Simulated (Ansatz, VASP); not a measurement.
## CdS: VASP beside Ansatz

```
Cd S
1.0
    -2.09858   -3.63485    0.00000
     2.09858   -3.63485    0.00000
     0.34976   -0.60581   13.65546
Cd S
4 4
Direct
  0.66667 0.51570 0.90583
  0.66667 0.59903 0.40583
  0.33333 0.30736 0.15583
  0.33333 0.22403 0.65583
  0.66667 0.65097 0.09417
  0.66667 0.56764 0.59417
  0.33333 0.27597 0.34417
  0.33333 0.19264 0.84417
```

Alike in both runs: task single point; functional PBE; k mesh 7 × 7 × 2; occupations gaussian, width 0.05 eV; no spin polarisation.

|  | VASP | Ansatz |
| --- | --- | --- |
| version | VASP 6.6.1 | Ansatz 0.2.0 |
| potentials or method | VASP PAW PBE potentials, release 64 (Cd, S), cutoff 520 eV | scalar-relativistic, plane waves, PAW |
| valence electrons in the cell | 72 | 104 |

```csv
,VASP,Ansatz,Ansatz less VASP
gap on the k mesh at the Fermi level (eV),1.02,1.01,-0.001
least direct gap on the mesh (eV),1.02,1.01,-0.001
pressure (GPa),0.1,-0.2,-0.29
"traceless stress, the component that is largest in VASP (GPa)",0.62,0.62,+0.005
rms of the force components (eV/Å),0.102,0.101,-0.0012
```

Atom by atom the forces differ by 0.003 eV/Å (rms over components). VASP's potentials hold 72 valence electrons a cell and Ansatz's 104, so a difference there can come from the potentials and not from the codes.
